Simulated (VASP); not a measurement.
# GePtF (P2_13) in VASP: single point with PBEsol

Aim: the single point of GePtF with PBEsol.

Everything below comes from runs of VASP 6.6.1. Logs are shortened: lines on timing, memory, paths and dates and some standing lists are left out, and cuts for length are marked.

## 1. The cell of the first run

It takes space group P2_13 (No. 198, cubic). The conventional cell has a = 5.625 Å, b = 5.625 Å, c = 5.625 Å, α = 90.00°, β = 90.00°, γ = 90.00°. Within 2.9 Å of Pt (site symmetry 3) lie 3 Ge at 2.05 Å and 4 F at 2.79 to 2.82 Å. Within 3.7 Å of F (site symmetry 3) lie 7 Pt at 2.79 to 3.33 Å and 7 Ge at 2.86 to 3.22 Å and 6 F at 3.45 Å. Within 2.7 Å of Ge (site symmetry 3) lie 3 Pt at 2.05 Å.

## 2. Single point, PBEsol

Contents of POSCAR:

```
GePtF
1.0
    5.6252820000      0.0000000000      0.0000000000
    0.0000000000      5.6252820000      0.0000000000
    0.0000000000      0.0000000000      5.6252820000
Pt F Ge
4 4 4
Direct
    0.4181900000      0.4181900000      0.4181900000
    0.0818100000      0.5818100000      0.9181900000
    0.9181900000      0.0818100000      0.5818100000
    0.5818100000      0.9181900000      0.0818100000
    0.1320700000      0.1320700000      0.1320700000
    0.3679300000      0.8679300000      0.6320700000
    0.6320700000      0.3679300000      0.8679300000
    0.8679300000      0.6320700000      0.3679300000
    0.8335100000      0.8335100000      0.8335100000
    0.6664900000      0.1664900000      0.3335100000
    0.3335100000      0.6664900000      0.1664900000
    0.1664900000      0.3335100000      0.6664900000
```

Contents of INCAR.step1:

```
PREC     = Accurate       # precision mode
ENCUT    = 520            # plane-wave cutoff, eV
EDIFF    = 1E-6           # SCF threshold, eV
ISMEAR   = 0              # smearing method
SIGMA    = 0.0242         # smearing width, eV
LREAL    = False          # projectors in reciprocal space
LASPH    = True           # aspherical terms in the spheres
NELM     = 100            # most SCF steps
ALGO     = Normal         # electronic algorithm
ISIF     = 2              # what is computed and relaxed
LWAVE    = False          # write WAVECAR
LCHARG   = True           # write CHGCAR
LMAXMIX  = 4              # l up to which the mixer works
GGA      = PS             # functional
NBANDS   = 74             # bands
```

Contents of KPOINTS.step1:

```
regular mesh
0
Gamma
  5 5 5
```

Contents of INCAR.step2:

```
PREC     = Accurate       # precision mode
ENCUT    = 520            # plane-wave cutoff, eV
EDIFF    = 1E-6           # SCF threshold, eV
ISMEAR   = -5             # smearing method
SIGMA    = 0.0242         # smearing width, eV
LREAL    = False          # projectors in reciprocal space
LASPH    = True           # aspherical terms in the spheres
NELM     = 100            # most SCF steps
ALGO     = Normal         # electronic algorithm
ISIF     = 2              # what is computed and relaxed
LWAVE    = False          # write WAVECAR
LCHARG   = False          # write CHGCAR
LMAXMIX  = 4              # l up to which the mixer works
GGA      = PS             # functional
LORBIT   = 11             # projections on sites
NEDOS    = 1001           # points of the DOS
ICHARG   = 11             # starting density
```

Contents of KPOINTS.step2:

```
regular mesh
0
Gamma
  8 8 8
```

Potentials or basis: VASP PAW PBE potentials, release 64 (Pt, F, Ge_d).

Launch:

```
$ cat potpaw_PBE.64/Pt/POTCAR potpaw_PBE.64/F/POTCAR potpaw_PBE.64/Ge_d/POTCAR > POTCAR
$ cp INCAR.step1 INCAR
$ cp KPOINTS.step1 KPOINTS
$ mpirun -np 1 vasp_std > vasp.out
$ cp INCAR.step2 INCAR
$ cp KPOINTS.step2 KPOINTS
$ mpirun -np 1 vasp_std > vasp.out
```

OUTCAR:

```text
PREC = Accurate
   ENCUT = 520
   EDIFF = 1E-6
   ISMEAR = -5
   LREAL = False
   LASPH = True
   NELM = 100
   ISIF = 2
   GGA = PS
   LORBIT = 11
   ICHARG = 11

 ion  position               nearest neighbor table
   1  0.418  0.418  0.418-  10 2.05  11 2.05  12 2.05
   2  0.082  0.582  0.918-   9 2.05  11 2.05  12 2.05
   3  0.918  0.082  0.582-  12 2.05  10 2.05   9 2.05
   4  0.582  0.918  0.082-  11 2.05  10 2.05   9 2.05
   5  0.132  0.132  0.132-
   6  0.368  0.868  0.632-
   7  0.632  0.368  0.868-
   8  0.868  0.632  0.368-
   9  0.834  0.834  0.834-   2 2.05   3 2.05   4 2.05
  10  0.666  0.166  0.334-   1 2.05   3 2.05   4 2.05
  11  0.334  0.666  0.166-   4 2.05   2 2.05   1 2.05
  12  0.166  0.334  0.666-   3 2.05   2 2.05   1 2.05

  LATTYP: Found a simple cubic cell.
 ALAT       =     5.6252820000

  Lattice vectors:

 A1 = (   5.6252820000,   0.0000000000,   0.0000000000)
 A2 = (   0.0000000000,   5.6252820000,   0.0000000000)
 A3 = (   0.0000000000,   0.0000000000,   5.6252820000)

Analysis of symmetry for initial positions (statically):
=====================================================================
 Subroutine PRICEL returns:
 Original cell was already a primitive cell.

 Routine SETGRP: Setting up the symmetry group for a
 simple cubic supercell.

 Subroutine GETGRP returns: Found 12 space group operations
 (whereof  3 operations were pure point group operations)
 out of a pool of 48 trial point group operations.

The static configuration has the point symmetry C_3 .
 The point group associated with its full space group is T   .

Analysis of symmetry for dynamics (positions and initial velocities):
=====================================================================
 Subroutine PRICEL returns:
 Original cell was already a primitive cell.

 Routine SETGRP: Setting up the symmetry group for a
 simple cubic supercell.

 Subroutine GETGRP returns: Found 12 space group operations
 (whereof  3 operations were pure point group operations)
 out of a pool of 48 trial point group operations.

The dynamic configuration has the point symmetry C_3 .
 The point group associated with its full space group is T   .

 Subroutine INISYM returns: Found 12 space group operations
 (whereof  3 operations are pure point group operations),
 and found     1 'primitive' translations

----------------------------------------------------------------------------------------

                                     Primitive cell

  volume of cell :     178.0053

  direct lattice vectors                    reciprocal lattice vectors
     5.625282000  0.000000000  0.000000000     0.177768866  0.000000000  0.000000000
     0.000000000  5.625282000  0.000000000     0.000000000  0.177768866  0.000000000
     0.000000000  0.000000000  5.625282000     0.000000000  0.000000000  0.177768866

  length of vectors
     5.625282000  5.625282000  5.625282000     0.177768866  0.177768866  0.177768866

  position of ions in fractional coordinates (direct lattice)
     0.418190000  0.418190000  0.418190000
     0.081810000  0.581810000  0.918190000
     0.918190000  0.081810000  0.581810000
     0.581810000  0.918190000  0.081810000
     0.132070000  0.132070000  0.132070000
     0.367930000  0.867930000  0.632070000
     0.632070000  0.367930000  0.867930000
     0.867930000  0.632070000  0.367930000
     0.833510000  0.833510000  0.833510000
     0.666490000  0.166490000  0.333510000
     0.333510000  0.666490000  0.166490000
     0.166490000  0.333510000  0.666490000

  ion indices of the primitive-cell ions
   primitive index   ion index
                 1           1
                 2           2
                 3           3
                 4           4
                 5           5
                 6           6
                 7           7
                 8           8
                 9           9
[... 23 lines left out ...]
     0.000000000  0.000000000  0.000000000

 TETIRR: Found    461 inequivalent tetrahedra from     3072

 Subroutine IBZKPT returns following result:
 ===========================================

 Found     45 irreducible k-points:

 Following reciprocal coordinates:
            Coordinates               Weight
  0.000000  0.000000  0.000000      1.000000
  0.125000  0.000000  0.000000      6.000000
  0.250000  0.000000  0.000000      6.000000
  0.375000  0.000000  0.000000      6.000000
  0.500000  0.000000  0.000000      3.000000
  0.125000  0.125000  0.000000     12.000000
[... 16 lines left out ...]
  0.250000  0.125000  0.125000     24.000000
  0.375000  0.125000  0.125000     24.000000
 [... further k-points ...]
   k-points           NKPTS =     45   k-points in BZ     NKDIM =     45   number of bands    NBANDS=     74
   number of dos      NEDOS =   1001   number of ions     NIONS =     12
   total plane-waves  NPLWV =  74088
   dimension x,y,z NGX =    42 NGY =   42 NGZ =   42
   dimension x,y,z NGXF=    84 NGYF=   84 NGZF=   84
   ions per type =               4   4   4
   NGX,Y,Z   is equivalent  to a cutoff of  12.41, 12.41, 12.41 a.u.
   NGXF,Y,Z  is equivalent  to a cutoff of  24.82, 24.82, 24.82 a.u.
 SYSTEM =  unknown system
   PREC   = accura    normal or accurate (medium, high low for compatibility)
   ISTART =      0    job   : 0-new  1-cont  2-samecut
   ICHARG =     11    charge: 1-file 2-atom 10-const
   ISPIN  =      1    spin polarized calculation?
   LNONCOLLINEAR =      F non collinear calculations
   LSORBIT =      F    spin-orbit coupling
   LASPH  =      T    aspherical Exc in radial PAW
   ENCUT  =  520.0 eV  38.22 Ry    6.18 a.u.  10.46 10.46 10.46*2*pi/ulx,y,z
   NELM   =    100;   NELMIN=  2; NELMDL=  0     # of ELM steps
   EDIFF  = 0.1E-05   stopping-criterion for ELM
   LREAL  =      F    real-space projection
   EDIFFG = 0.1E-04   stopping-criterion for IOM
   NSW    =      0    number of steps for IOM
   IBRION =     -1    ionic relax: 0-MD 1-quasi-New 2-CG
   NFREE  =      0    steps in history (QN), initial steepest desc. (CG)
   ISIF   =      2    stress and relaxation
   ISYM   =      2    0-nonsym 1-usesym 2-fastsym
   POTIM  = 0.5000    time-step for ionic-motion
   TEBEG  =    0.0;   TEEND  =   0.0 temperature during run
   PSTRESS=    0.0 pullay stress
   NELECT =     124.0000    total number of electrons
   NUPDOWN=      -1.0000    fix difference up-down
   EMIN   =  10.00;   EMAX   =-10.00  energy-range for DOS
   EFERMI =   0.00;   METHOD = LEGACY
   ISMEAR =    -5;   SIGMA  =   0.02  broadening in eV -4-tet -1-fermi 0-gaus
   EFERMI_NEDOS =   21; number of points for ismear=-14 and -15
   IALGO  =     38    algorithm
   IMIX   =      4    mixing-type and parameters
     AMIX     =   0.40;   BMIX     =  1.00
     AMIX_MAG =   1.60;   BMIX_MAG =  1.00
  volume/ion in A,a.u.               =      14.83       100.10
  Fermi-wavevector in a.u.,A,eV,Ry     =   1.451235  2.742437 28.655001  2.106083
  Thomas-Fermi vector in A             =   2.568756
   LORBIT       =     11    0 simple, 1 ext, 2 COOP (PROOUT), +10 PAW based schemes
   GGA     = PS    functional components
   LHFCALC =     F    Hartree Fock is set to
   AEXX    =    0.0000 exact exchange contribution
   IVDW    =     0    specifies the selected vdW correction
   LEPSILON=     F    determine dielectric tensor
   LRPA    =     F    only Hartree local field effects (RPA)
 non-spin polarized calculation
 Fermi weights with tetrahedron method with Bloechl corrections
  energy-cutoff  :      520.00
  volume of cell :      178.01
 maximum number of plane-waves:      4828
 NGX is ok and might be reduce to    42

 number of electron     123.9999830 magnetization

 Free energy of the ion-electron system (eV)
  ---------------------------------------------------
  ext. energy  EPLUGINS =         0.00000000
  ---------------------------------------------------
  free energy    TOTEN  =       -46.31868976 eV

  energy without entropy =      -46.31868976  energy(sigma->0) =      -46.31868976

 E-fermi :   5.7533     XC(G=0): -11.5293

 val. band max:        5.9920398050   @ k =   0.0000   0.0000   0.0000
 cond. band min:       5.7416132748   @ k =   0.3750   0.3750   0.3750
 fundamental gap:     -0.2504265302
 Fermi energy:         5.7533183247

 k-point     1 :       0.0000    0.0000    0.0000
  band No.  band energies     occupation
      1     -19.1977      2.00000
      2     -19.1977      2.00000
      3     -19.1977      2.00000
      4     -19.1838      2.00000
      5     -19.1838      2.00000
      6     -19.1481      2.00000
[... 1837 lines left out ...]
     73      12.6622      0.00000
     74      13.3898      0.00000

 [... further k-points ...]

------------------------ aborting loop because EDIFF is reached ----------------------------------------

  FORCE on cell =-STRESS in cart. coord.  units (eV):
  Direction    XX          YY          ZZ          XY          YZ          ZX
  --------------------------------------------------------------------------------------
  -------------------------------------------------------------------------------------
  Total       67.7421143     67.7421143     67.7421143      0.0000000     -0.0000000      0.0000000
  in kB      609.7284124    609.7284124    609.7284124      0.0000000     -0.0000000      0.0000000
  external PRESSURE =     609.7284124 kB  Pullay stress =       0.0000000 kB

 VOLUME and BASIS-vectors are now :
 -----------------------------------------------------------------------------
  energy-cutoff  :      520.00
  volume of cell :      178.01
      direct lattice vectors                 reciprocal lattice vectors
     5.625282000  0.000000000  0.000000000     0.177768866  0.000000000  0.000000000
     0.000000000  5.625282000  0.000000000     0.000000000  0.177768866  0.000000000
     0.000000000  0.000000000  5.625282000     0.000000000  0.000000000  0.177768866

 POSITION                                       TOTAL-FORCE (eV/Angst)
 -----------------------------------------------------------------------------------
      2.35244      2.35244      2.35244         3.298450      3.298450      3.298450
      0.46020      3.27285      5.16508        -3.298450     -3.298450      3.298450
      5.16508      0.46020      3.27285         3.298450     -3.298450     -3.298450
      3.27285      5.16508      0.46020        -3.298450      3.298450     -3.298450
      0.74293      0.74293      0.74293        -0.395746     -0.395746     -0.395746
      2.06971      4.88235      3.55557         0.395746      0.395746     -0.395746
      3.55557      2.06971      4.88235        -0.395746      0.395746      0.395746
      4.88235      3.55557      2.06971         0.395746     -0.395746      0.395746
      4.68873      4.68873      4.68873        -1.587080     -1.587080     -1.587080
      3.74919      0.93655      1.87609         1.587080      1.587080     -1.587080
      1.87609      3.74919      0.93655        -1.587080      1.587080      1.587080
      0.93655      1.87609      3.74919         1.587080     -1.587080      1.587080
 -----------------------------------------------------------------------------------
    total drift:                                0.000001      0.000001      0.000000

  FREE ENERGIE OF THE ION-ELECTRON SYSTEM (eV)
  ---------------------------------------------------
  free  energy   TOTEN  =       -46.3186897632 eV

  energy  without entropy=      -46.3186897632  energy(sigma->0) =      -46.31868976

 total charge

# of ion       s       p       d       tot
------------------------------------------
    1        0.959   0.593   8.664  10.216
    2        0.959   0.593   8.664  10.216
    3        0.959   0.593   8.664  10.216
    4        0.959   0.593   8.664  10.216
    5        1.749   4.229   0.000   5.978
    6        1.749   4.229   0.000   5.978
    7        1.749   4.229   0.000   5.978
    8        1.749   4.229   0.000   5.978
    9        1.281   1.411  10.315  13.008
   10        1.281   1.411  10.315  13.008
   11        1.281   1.411  10.315  13.008
   12        1.281   1.411  10.315  13.008
--------------------------------------------------
tot         15.958  24.931  75.919 116.809
```

Wall time 11 min (1 thread of Intel Xeon Platinum 8259CL at 2.50GHz (Skylake/Cascade Lake), shared host); peak memory 0.55 GiB.

What came out:

```
Valence electrons inside the program's atomic spheres : Pt 10.22; F 5.98; Ge 13.01
```

Caveat: the PAW data sets were made with another functional, which shifts forces and pressure a little; spin-orbit coupling is left out, which moves the levels of the heavy elements.
